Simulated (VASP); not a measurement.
# HfO2 in VASP: a series of runs, part 3 of 3

VASP 6.6.1. Earlier steps stand in the parts before.

### Step 4. Single point, PBE

File INCAR:

```
SYSTEM = HfO2
  PREC = Accurate
  ENCUT = 520
  EDIFF = 1E-6
  ISMEAR = -1
  SIGMA = 0.2232
  LREAL = Auto
  LASPH = .True.
  NELM = 80
  ALGO = Normal
  ISIF = 2
  LWAVE = .False.
  LCHARG = .False.
  GGA = PE
  NBANDS = 81
  ISYM = 0
```

File KPOINTS:

```
Automatic mesh
0
Gamma
  1 1 1
  0 0 0
```

File POSCAR:

```
HfO2
1.0
    5.9133820000      0.0936650000     -0.0263170000
    0.0936650000      6.1692290000     -0.0293520000
   -0.0263170000     -0.0293520000      5.6660680000
Hf O
6 12
Direct
    0.2550859155      0.3229233153      0.8545074894
    0.7129353298      0.0794292361      0.7998512771
    0.6039955793      0.6808979852      0.1489112149
    0.3938817689      0.0722475445      0.3727031508
    0.8940805532      0.2631030339      0.3049510027
    0.1312283404      0.7360047081      0.6352238883
    0.1584749875      0.0800419446      0.1213765838
    0.0074522325      1.0454623747      0.5030258253
    0.6600977984      0.3080919549      0.5693609587
    0.8058557836      0.7659469041      0.7765513545
    0.3829659204      0.0242580340      0.7011402856
    0.1772975077      0.4023912712      0.5115655031
    0.8645891732      0.6360379174      0.3600541642
    0.6791196845      0.9933375781      0.1751750663
    0.9371660950      0.2948006464      0.9178713331
    0.4134420448      0.7784149953      0.4116725375
    0.2632803678      0.6592700422      0.9779578437
    0.5587185186      0.3131729337      0.0746427765
```

Potentials or basis: VASP PAW PBE potentials, release 64 (Hf_pv, O).

Command:

```console
$ cat potpaw_PBE.64/Hf_pv/POTCAR potpaw_PBE.64/O/POTCAR > POTCAR
$ mpirun -np 1 vasp_gam > vasp.out
```

OUTCAR:

```text
SYSTEM = HfO2
   PREC = Accurate
   ENCUT = 520
   EDIFF = 1E-6
   ISMEAR = -1
   LREAL = Auto
   LASPH = .True.
   NELM = 80
   ISIF = 2
   GGA = PE
   ISYM = 0

 ion  position               nearest neighbor table
   1  0.255  0.323  0.855-  15 1.93  12 2.05  11 2.15  18 2.18  17 2.19   7 2.23   9 2.90   6 2.92
                             2 3.07   4 3.22   5 3.37   4 3.41   3 3.47   2 3.59   5 3.78
   2  0.713  0.079  0.800-   9 1.95  10 2.00  15 2.01  11 2.06  14 2.21  18 2.29   8 2.44   4 3.06
                             1 3.07   5 3.24   5 3.25   3 3.25   6 3.34   1 3.59   4 3.77
   3  0.604  0.681  0.149-  16 1.95  13 1.96  14 2.00  17 2.23  18 2.33  10 2.50   4 2.96   5 3.18
                             2 3.25   1 3.47
   4  0.394  0.072  0.373-  16 1.83  11 1.89   7 1.98  14 2.08   8 2.42   9 2.43  18 2.49  12 2.50
                             3 2.96   6 3.04   2 3.06   5 3.17   1 3.22   5 3.25   1 3.41   2 3.77
   5  0.894  0.263  0.305-   8 1.86   9 2.06   7 2.17  15 2.22  12 2.22  14 2.24  13 2.32  18 2.38
                             4 3.17   3 3.18   2 3.24   4 3.25   2 3.25   1 3.37   6 3.75   1 3.78
   6  0.131  0.736  0.635-  10 2.09  16 2.13  17 2.14   8 2.16  12 2.18  13 2.30  11 2.38   1 2.92
                             4 3.04   2 3.34   5 3.75
   7  0.158  0.080  0.121-   4 1.98   5 2.17   1 2.23
   8  0.007  0.045  0.503-   5 1.86   6 2.16   4 2.42   2 2.44
   9  0.660  0.308  0.569-   2 1.95   5 2.06   4 2.43   1 2.90
  10  0.806  0.766  0.777-   2 2.00   6 2.09   3 2.50
  11  0.383  0.024  0.701-   4 1.89   2 2.06   1 2.15   6 2.38
  12  0.177  0.402  0.512-   1 2.05   6 2.18   5 2.22   4 2.50
  13  0.865  0.636  0.360-   3 1.96   6 2.30   5 2.32
  14  0.679  0.993  0.175-   3 2.00   4 2.08   2 2.21   5 2.24
  15  0.937  0.295  0.918-   1 1.93   2 2.01   5 2.22
  16  0.413  0.778  0.412-   4 1.83   3 1.95   6 2.13
  17  0.263  0.659  0.978-   6 2.14   1 2.19   3 2.23
  18  0.559  0.313  0.075-   1 2.18   2 2.29   3 2.33   5 2.38   4 2.49

IMPORTANT INFORMATION: All symmetrisations will be switched off!
NOSYMM: (Re-)initialisation of all symmetry stuff for point group C_1.

----------------------------------------------------------------------------------------

                                     Primitive cell

  volume of cell :     206.6449
[... 126 lines left out ...]
   LEPSILON=     F    determine dielectric tensor
   LRPA    =     F    only Hartree local field effects (RPA)
 non-spin polarized calculation
  energy-cutoff  :      520.00
  volume of cell :      206.64
 maximum number of plane-waves:      2786
 NGX is ok and might be reduce to    42
   NGX = 21   NGY = 23   NGZ = 21

 number of electron     131.9999977 magnetization

 Free energy of the ion-electron system (eV)
  ---------------------------------------------------
  ext. energy  EPLUGINS =         0.00000000
  ---------------------------------------------------
  free energy    TOTEN  =      -172.82410259 eV

  energy without entropy =     -172.81852353  energy(sigma->0) =     -172.82131306

 E-fermi :   5.3046     XC(G=0): -11.4180

 val. band max:        3.5838763870   @ k =   0.0000   0.0000   0.0000
 cond. band min:       7.0175332070   @ k =   0.0000   0.0000   0.0000
 fundamental gap:      3.4336568200
 Fermi energy:         5.3046066560

 k-point     1 :       0.0000    0.0000    0.0000
  band No.  band energies     occupation
      1     -27.0378      2.00000
      2     -26.9094      2.00000
      3     -26.7899      2.00000
      4     -26.6191      2.00000
      5     -26.5687      2.00000
      6     -26.5469      2.00000
[... 70 lines left out ...]
     77       9.3252      0.00000
     78       9.5812      0.00000
 [bands above 78 left out]

------------------------ aborting loop because EDIFF is reached ----------------------------------------

  FORCE on cell =-STRESS in cart. coord.  units (eV):
  Direction    XX          YY          ZZ          XY          YZ          ZX
  --------------------------------------------------------------------------------------
  -------------------------------------------------------------------------------------
  Total       11.0917189     26.1250062     18.9988381    -12.4284742    -16.4310554     -0.6418798
  in kB       85.9972703    202.5546475    147.3034271    -96.3615164   -127.3946730     -4.9766780
  external PRESSURE =     145.2851150 kB  Pullay stress =       0.0000000 kB

 VOLUME and BASIS-vectors are now :
 -----------------------------------------------------------------------------
  energy-cutoff  :      520.00
  volume of cell :      206.64
      direct lattice vectors                 reciprocal lattice vectors
     5.913382000  0.093665000 -0.026317000     0.169152023 -0.002564494  0.000772370
     0.093665000  6.169229000 -0.029352000    -0.002564494  0.162137685  0.000828013
    -0.026317000 -0.029352000  5.666068000     0.000772370  0.000828013  0.176497111

 POSITION                                       TOTAL-FORCE (eV/Angst)
 -----------------------------------------------------------------------------------
      1.51618      1.99100      4.82551         0.434051     -1.476940      2.585359
      4.20225      0.53332      4.51092         2.651343     -0.069137      1.553686
      3.63151      4.25282      0.80786         1.998715     -2.041227     -1.630027
      2.32613      0.47166      2.09927        -0.318899      7.391055     -4.804316
      5.30366      1.69794      1.69662        -0.365778      2.843094     -2.058566
      0.82822      4.53423      3.57416        -2.265273      0.410026     -0.355247
[... 10 lines left out ...]
      1.59289      4.06314      5.51490         0.358296     -1.761586     -3.031811
      3.33128      1.98218      0.39904        -2.366946      2.765883     -0.529819
 -----------------------------------------------------------------------------------
    total drift:                               -0.002457     -0.005683      0.014908

  FREE ENERGIE OF THE ION-ELECTRON SYSTEM (eV)
  ---------------------------------------------------
  free  energy   TOTEN  =      -172.8241025854 eV

  energy  without entropy=     -172.8185235254  energy(sigma->0) =     -172.82131306
```

stdout:

```text
POSCAR found type information on POSCAR HfO
 POSCAR found :  2 types and      18 ions
 scaLAPACK will be used
 LDA part: xc-table for (Slater+PW92), standard interpolation
 POSCAR, INCAR and KPOINTS ok, starting setup
 FFT: planning ... GRIDC
 FFT: planning ... GRID_SOFT
 FFT: planning ... GRID
 WAVECAR not read
 entering main loop
```

Run time: 27 s. Hardware: 1 thread of AMD EPYC 9R45 (Zen 5), shared host; peak memory 0.25 GiB.

Results:

* Free energy: -172.8241 eV
* Pressure: 14.5 GPa
* Largest force: 8.821 eV/Å
* Band gap on the k mesh: 3.43 eV

Forces on the atoms (eV/Å):
```
Hf   0.434 -1.477  2.585
Hf   2.651 -0.069  1.554
Hf   1.999 -2.041 -1.630
Hf  -0.319  7.391 -4.804
Hf  -0.366  2.843 -2.059
Hf  -2.265  0.410 -0.355
O    2.168  0.635  0.529
O    0.241 -3.723  3.323
O   -1.414 -0.908 -2.172
O   -0.370  0.231  1.561
O   -0.713  0.573  5.249
O    0.891  0.979  0.805
O    0.127 -1.939 -1.252
O    0.951 -1.155  0.051
O   -0.857  1.897  0.294
O   -1.149 -4.651 -0.118
O    0.358 -1.762 -3.032
O   -2.367  2.766 -0.530
```

Caveat: the k points lie up to 1.11 Å⁻¹ apart; spin-orbit coupling is left out, which moves the levels of the heavy elements.

### Step 5. Single point, PBE

File INCAR:

```
ALGO = Normal
EDIFF = 1E-6
ENCUT = 520
GGA = PE
ISIF = 2
ISMEAR = -1
ISYM = 0
LASPH = T
LCHARG = T
LELF = T
LREAL = Auto
LVHAR = T
LWAVE = F
NBANDS = 81
NELM = 100
PREC = Accurate
SIGMA = 0.2232
```

File KPOINTS:

```
k-points
0
Gamma
  1 1 1
```

File POSCAR:

```
HfO2
1.0
    5.9133820000      0.0936650000     -0.0263170000
    0.0936650000      6.1692290000     -0.0293520000
   -0.0263170000     -0.0293520000      5.6660680000
Hf O
6 12
Direct
    0.2340209663      0.2763278614      0.8724253760
    0.7215986557      0.0578494485      0.8603172974
    0.6337851824      0.6500903654      0.0995783632
    0.4307428899      0.0773105968      0.4121119057
    0.9059526269      0.2723588406      0.3682580640
    0.1494239226      0.6955446428      0.5726687388
    0.1560512106      0.0452424547      0.1942491259
   -0.0051970198      1.0446890319      0.6537916493
    0.6397835589      0.2802326968      0.5744414952
    0.7003157888      0.7292780643      0.7966565139
    0.3993948561     -0.0165207967      0.7508429048
    0.2244956441      0.3881950126      0.5280156101
    0.8864489894      0.6031276249      0.3733878026
    0.6891563417      0.9259442839      0.2671762577
    0.8770989187      0.3657674109      1.0048851544
    0.3843533434      0.7071874743      0.3575201345
    0.2222784303      0.5674109007      0.8951176276
    0.4834375286      0.2931466178      0.1167822315
```

Potentials or basis: VASP PAW PBE potentials, release 64 (Hf_pv, O).

Command:

```console
$ cat potpaw_PBE.64/Hf_pv/POTCAR potpaw_PBE.64/O/POTCAR > POTCAR
$ mpirun -np 1 vasp_gam > vasp.out
```

OUTCAR:

```text
EDIFF = 1E-6
   ENCUT = 520
   GGA = PE
   ISIF = 2
   ISMEAR = -1
   ISYM = 0
   LASPH = T
   LREAL = Auto
   NELM = 100
   PREC = Accurate

 ion  position               nearest neighbor table
   1  0.234  0.276  0.872-  17 1.80  18 2.02  12 2.08  11 2.14  15 2.30   8 2.37   7 2.38   4 3.09
                             6 3.13   2 3.15   2 3.35   5 3.43   5 3.44   4 3.48   3 3.58
   2  0.722  0.058  0.860-   8 2.00  11 2.06  10 2.06   9 2.17  15 2.28  14 2.46  18 2.46   3 2.93
                             4 3.06   1 3.15   5 3.31   5 3.34   1 3.35   4 3.58   6 3.70
   3  0.634  0.650  0.100-  10 1.84  14 1.98  16 2.11  13 2.16  15 2.30  18 2.40  17 2.75   2 2.93
                             5 3.18   4 3.36   1 3.58
   4  0.431  0.077  0.412-  14 1.95   9 2.00  11 2.02   7 2.04  18 2.18  16 2.33  12 2.33   2 3.06
                             6 3.08   1 3.09   5 3.10   5 3.30   3 3.36   1 3.48   2 3.58
   5  0.906  0.272  0.368-   9 1.97  13 2.04  15 2.15   8 2.20  12 2.22   7 2.23  14 2.58  18 2.87
                             4 3.10   3 3.18   6 3.22   4 3.30   2 3.31   2 3.34   1 3.43   1 3.44
   6  0.149  0.696  0.573-  16 1.86  12 1.95  13 2.01  17 2.04   8 2.36  11 2.54   4 3.08   1 3.13
                             5 3.22   2 3.70
   7  0.156  0.045  0.194-   4 2.04   5 2.23   1 2.38
   8  0.995  0.045  0.654-   2 2.00   5 2.20   6 2.36   1 2.37
   9  0.640  0.280  0.574-   5 1.97   4 2.00   2 2.17
  10  0.700  0.729  0.797-   3 1.84   2 2.06
  11  0.399  0.983  0.751-   4 2.02   2 2.06   1 2.14   6 2.54
  12  0.224  0.388  0.528-   6 1.95   1 2.08   5 2.22   4 2.33
  13  0.886  0.603  0.373-   6 2.01   5 2.04   3 2.16
  14  0.689  0.926  0.267-   4 1.95   3 1.98   2 2.46   5 2.58
  15  0.877  0.366  0.005-   5 2.15   2 2.28   1 2.30   3 2.30
  16  0.384  0.707  0.358-   6 1.86   3 2.11   4 2.33
  17  0.222  0.567  0.895-   1 1.80   6 2.04   3 2.75
  18  0.483  0.293  0.117-   1 2.02   4 2.18   3 2.40   2 2.46   5 2.87

IMPORTANT INFORMATION: All symmetrisations will be switched off!
NOSYMM: (Re-)initialisation of all symmetry stuff for point group C_1.

----------------------------------------------------------------------------------------

                                     Primitive cell
[... 127 lines left out ...]
   IVDW    =     0    specifies the selected vdW correction
   LEPSILON=     F    determine dielectric tensor
   LRPA    =     F    only Hartree local field effects (RPA)
 non-spin polarized calculation
  energy-cutoff  :      520.00
  volume of cell :      206.64
 maximum number of plane-waves:      2786
 NGX is ok and might be reduce to    42
   NGX = 21   NGY = 23   NGZ = 21

 number of electron     132.0000005 magnetization

 Free energy of the ion-electron system (eV)
  ---------------------------------------------------
  ext. energy  EPLUGINS =         0.00000000
  ---------------------------------------------------
  free energy    TOTEN  =      -173.73394779 eV

  energy without entropy =     -173.73076420  energy(sigma->0) =     -173.73235599

 E-fermi :   4.9872     XC(G=0): -11.4171

 val. band max:        3.0588131410   @ k =   0.0000   0.0000   0.0000
 cond. band min:       6.8091805647   @ k =   0.0000   0.0000   0.0000
 fundamental gap:      3.7503674238
 Fermi energy:         4.9872062518

 k-point     1 :       0.0000    0.0000    0.0000
  band No.  band energies     occupation
      1     -26.9690      2.00000
      2     -26.8377      2.00000
      3     -26.7374      2.00000
      4     -26.6406      2.00000
      5     -26.4853      2.00000
      6     -26.3741      2.00000
[... 70 lines left out ...]
     77       9.1575      0.00000
     78       9.5388      0.00000
 [bands above 78 left out]

------------------------ aborting loop because EDIFF is reached ----------------------------------------

  FORCE on cell =-STRESS in cart. coord.  units (eV):
  Direction    XX          YY          ZZ          XY          YZ          ZX
  --------------------------------------------------------------------------------------
  -------------------------------------------------------------------------------------
  Total       24.8262442     17.6148413     13.8170126      0.9211765     -6.5964052     -3.8637457
  in kB      192.4849740    136.5729038    107.1272519      7.1421450    -51.1438170    -29.9567260
  external PRESSURE =     145.3950432 kB  Pullay stress =       0.0000000 kB

 VOLUME and BASIS-vectors are now :
 -----------------------------------------------------------------------------
  energy-cutoff  :      520.00
  volume of cell :      206.64
      direct lattice vectors                 reciprocal lattice vectors
     5.913382000  0.093665000 -0.026317000     0.169152023 -0.002564494  0.000772370
     0.093665000  6.169229000 -0.029352000    -0.002564494  0.162137685  0.000828013
    -0.026317000 -0.029352000  5.666068000     0.000772370  0.000828013  0.176497111

 POSITION                                       TOTAL-FORCE (eV/Angst)
 -----------------------------------------------------------------------------------
      1.38678      1.70104      4.92895        -3.006869     -4.032243      3.210700
      4.24987      0.39922      4.85393         0.747083      2.122041      0.444249
      3.80608      4.06700      0.52846        -1.011880     -5.075293      3.289453
      2.54354      0.50520      2.32145        -3.342600     -0.370393     -3.454771
      5.37306      1.75429      2.05474         2.812924     -0.255304     -1.371483
      0.93368      4.28816      3.22043        -1.607794      1.510944      1.335751
[... 10 lines left out ...]
      1.34401      3.49503      5.04929         1.349430      6.040041      0.553555
      2.88313      1.85034      0.64037         1.305358      0.161940     -0.406628
 -----------------------------------------------------------------------------------
    total drift:                               -0.003826     -0.013734      0.000826

  FREE ENERGIE OF THE ION-ELECTRON SYSTEM (eV)
  ---------------------------------------------------
  free  energy   TOTEN  =      -173.7339477894 eV

  energy  without entropy=     -173.7307641977  energy(sigma->0) =     -173.73235599
```

OSZICAR:

```text
N       E                     dE             d eps       ncg     rms          rms(c)
DAV:   1     0.124857652583E+04    0.12486E+04   -0.87852E+04   162   0.174E+03
DAV:   2    -0.107030998249E+03   -0.13556E+04   -0.12994E+04   212   0.470E+02
DAV:   3    -0.204085418051E+03   -0.97054E+02   -0.96356E+02   188   0.112E+02
DAV:   4    -0.205930814358E+03   -0.18454E+01   -0.18409E+01   188   0.170E+01
DAV:   5    -0.205966336280E+03   -0.35522E-01   -0.35488E-01   188   0.226E+00    0.151E+02
DAV:   6    -0.174172867169E+03    0.31793E+02   -0.17522E+02   180   0.455E+01    0.116E+02
DAV:   7    -0.173902549142E+03    0.27032E+00   -0.14358E+01   196   0.153E+01    0.562E+01
DAV:   8    -0.173785354338E+03    0.11719E+00   -0.15402E+00   212   0.549E+00    0.974E+00
DAV:   9    -0.173734123699E+03    0.51231E-01   -0.19978E-01   204   0.218E+00    0.427E+00
DAV:  10    -0.173734153802E+03   -0.30103E-04   -0.39662E-02   196   0.835E-01    0.482E-01
DAV:  11    -0.173733703392E+03    0.45041E-03   -0.61246E-03   204   0.388E-01    0.377E-01
DAV:  12    -0.173733907897E+03   -0.20450E-03   -0.81626E-04   196   0.136E-01    0.183E-01
DAV:  13    -0.173733935331E+03   -0.27434E-04   -0.22707E-04   196   0.738E-02    0.892E-02
DAV:  14    -0.173733946818E+03   -0.11487E-04   -0.69863E-05   196   0.372E-02    0.410E-02
DAV:  15    -0.173733947789E+03   -0.97118E-06   -0.60056E-06   180   0.126E-02
   1 F= -.17373395E+03 E0= -.17373236E+03  d E =-.318359E-02
```

stdout:

```text
POSCAR found type information on POSCAR HfO
 POSCAR found :  2 types and      18 ions
 scaLAPACK will be used
 LDA part: xc-table for (Slater+PW92), standard interpolation
 POSCAR, INCAR and KPOINTS ok, starting setup
 FFT: planning ... GRIDC
 FFT: planning ... GRID_SOFT
 FFT: planning ... GRID
 WAVECAR not read
 entering main loop
```

It took 27 s on 1 thread of AMD EPYC 9R45 (Zen 5), shared host; peak memory 0.24 GiB.

What came out:

* Free energy: -173.7339 eV
* Pressure: 14.5 GPa
* Largest force: 6.214 eV/Å
* Band gap on the k mesh: 3.75 eV

Forces in eV/Å, atoms in the order of the input:
```
Hf  -3.007 -4.032  3.211
Hf   0.747  2.122  0.444
Hf  -1.012 -5.075  3.289
Hf  -3.343 -0.370 -3.455
Hf   2.813 -0.255 -1.371
Hf  -1.608  1.511  1.336
O   -1.170  1.698 -0.119
O   -0.489 -0.128  0.117
O    0.722 -0.470  1.950
O    1.924  1.507 -0.876
O    0.127  1.066 -0.109
O   -1.288 -4.623 -1.366
O    0.032 -1.112 -0.392
O    1.945  3.111 -2.811
O    0.087 -2.569  0.426
O    0.866  1.420 -0.421
O    1.349  6.040  0.554
O    1.305  0.162 -0.407
```

Stress tensor (GPa, compression positive):
```
19.25  0.71 -3.00
 0.71 13.66 -5.11
-3.00 -5.11 10.71
```

Levels at points of the mesh, in eV from the valence-band top:
```tsv
k point	band 62	band 63	band 64	band 65	band 66	band 67	band 68	band 69	band 70	band 71
(0.00, 0.00, 0.00)	-0.61	-0.44	-0.40	-0.13	0.00	3.75	4.23	4.27	4.55	4.98
```

Caveat: the k points lie up to 1.11 Å⁻¹ apart; spin-orbit coupling is left out, which moves the levels of the heavy elements.
